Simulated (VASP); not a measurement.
Input of a VASP 6.6.1 run:

The input INCAR:

```
PREC = Accurate
ENCUT = 520
EDIFF = 1E-6
ISMEAR = -1
SIGMA = 0.06122561905347299
LREAL = F
LASPH = T
NELM = 60
ALGO = Normal
ISIF = 2
LWAVE = F
LCHARG = F
GGA = PE
NBANDS = 12
```

The input KPOINTS:

```
regular mesh
0
Gamma
  21 21 21
```

The input POSCAR:

```
Sc
1.0
   -1.8633711169      1.8633711169      1.8633711169
    1.8633711169     -1.8633711169      1.8633711169
    1.8633711169      1.8633711169     -1.8633711169
Sc
1
Direct
    0.0000000000      0.0000000000      0.0000000000
```

Potentials or basis: VASP PAW PBE potentials, release 64 (Sc_sv).

Command:

```sh
$ cat potpaw_PBE.64/Sc_sv/POTCAR > POTCAR
$ mpirun -np 1 vasp_std > vasp.out
```

(1) What does it give for the pressure?

(2) Estimate the band gap on the k mesh.

Results:

(1) -1.9 GPa.

(2) zero (an odd number of electrons rules out a gap without spin polarisation).
